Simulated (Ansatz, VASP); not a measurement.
C: VASP beside Ansatz

```
C
1.0
     0.00000    1.75927    1.75927
     1.75927    0.00000    1.75927
     1.75927    1.75927    0.00000
C
2
Cartesian
  2.6389 2.6389 2.6389
  1.7593 1.7593 1.7593
```

Alike in both runs: task single point; functional r2SCAN; k mesh 13 × 13 × 13; occupations fermi-dirac, width 0.05 eV; no spin polarisation.

|  | VASP | Ansatz |
| --- | --- | --- |
| version | VASP 6.6.1 | Ansatz 0.2.0 |
| potentials or method | VASP PAW PBE potentials, release 64 (C_h) | Ansatz PAW |
| plane-wave cutoff (eV) | 910 | 500 |
| valence electrons in the cell | 8 | 8 |

VASP gave:

```
gap on the k mesh at the Fermi level (eV) : 4.46
least direct gap on the mesh (eV)         : 5.99
```

Q: What did Ansatz give for the same quantities?

A: gap on the k mesh at the Fermi level (eV): 4.46; least direct gap on the mesh (eV): 6.00.

VASP's potentials were made for PBE, not for r2SCAN.

Noted on VASP's run: the cutoff is short for stress, so the pressure is rough. Noted on Ansatz's run: odd divisions of the mesh miss points on the zone boundary, where band edges often lie, so the gap on the mesh can be too wide.
